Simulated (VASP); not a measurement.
# Ti2O: vibrations by perturbation theory with PBEsol

Crystal: Ti2O.

```
CELL_PARAMETERS angstrom
2.92292 0.00000 0.00000
-1.46146 2.53132 0.00000
0.00000 0.00000 4.69038
ATOMIC_POSITIONS crystal
Ti 0.66667 0.33333 0.26338
Ti 0.33333 0.66667 0.73662
O 0.00000 0.00000 0.00000
```

```json
{
 "Program": "VASP 6.6.1",
 "Task": "vibrations by perturbation theory",
 "Functional": "PBEsol",
 "Potentials or basis": "VASP PAW PBE potentials, release 64 (Ti_sv, O)",
 "Cutoff": "600 eV",
 "k mesh": "18 × 18 × 10",
 "Occupations": "fermi-dirac, width 0.15 eV",
 "Spin": "no spin polarisation",
 "Dipole correction": "no",
 "Further INCAR settings": "ALGO = Normal; EDIFF = 1e-08; NBANDS = 22; IBRION = 8; NSW = 1"
}
```

* Highest phonon frequency at Γ, LO-TO splitting left out: 532 cm⁻¹

Phonon frequencies in cm⁻¹ (negative: imaginary):
```
              q point                    frequencies
(0.000, 0.000, 0.000)  0 0 0 170 170 316 469 469 532
```

Wall time 14 min on 4 MPI ranks on Intel(R) Xeon(R) 6975P-C (Granite Rapids) (shared host), peak memory 2.6 GiB a rank.

Caveat: the cell stands under pressure or tension, which shifts response properties.
